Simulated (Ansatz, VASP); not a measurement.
# PtSe2: VASP beside Ansatz

```
CELL_PARAMETERS angstrom
3.70704 0.00000 0.00000
-1.85352 3.21039 0.00000
0.00000 0.00000 22.79816
ATOMIC_POSITIONS crystal
Se 0.66667 0.33333 0.19738
Se 0.33333 0.66667 0.31358
Se 0.00000 0.00000 0.45000
Se 0.66667 0.33333 0.56619
Pt 0.00000 0.00000 0.25548
Pt 0.33333 0.66667 0.50809
```

Alike in both runs: task single point; functional PBE; dispersion D3(BJ); k mesh 9 × 9 × 1; occupations gaussian, width 0.05 eV; no spin polarisation.

|  | VASP | Ansatz |
| --- | --- | --- |
| version | VASP 6.6.1 | Ansatz 0.2.0 |
| potentials or method | VASP PAW PBE potentials, release 64 (Se, Pt), cutoff 520 eV | scalar-relativistic, plane waves, PAW |
| valence electrons in the cell | 44 | 100 |

|  | VASP | Ansatz | Ansatz less VASP |
| --- | --- | --- | --- |
| gap on the k mesh at the Fermi level (eV) | 0.83 | 0.83 | +0.008 |
| least direct gap on the mesh (eV) | 1.18 | 1.18 | +0.007 |
| rms of the force components (eV/Å) | 0.027 | 0.027 | +0.0001 |

VASP's potentials hold 44 valence electrons a cell and Ansatz's 100, so a difference there can come from the potentials and not from the codes.

Spin-orbit coupling is off throughout.
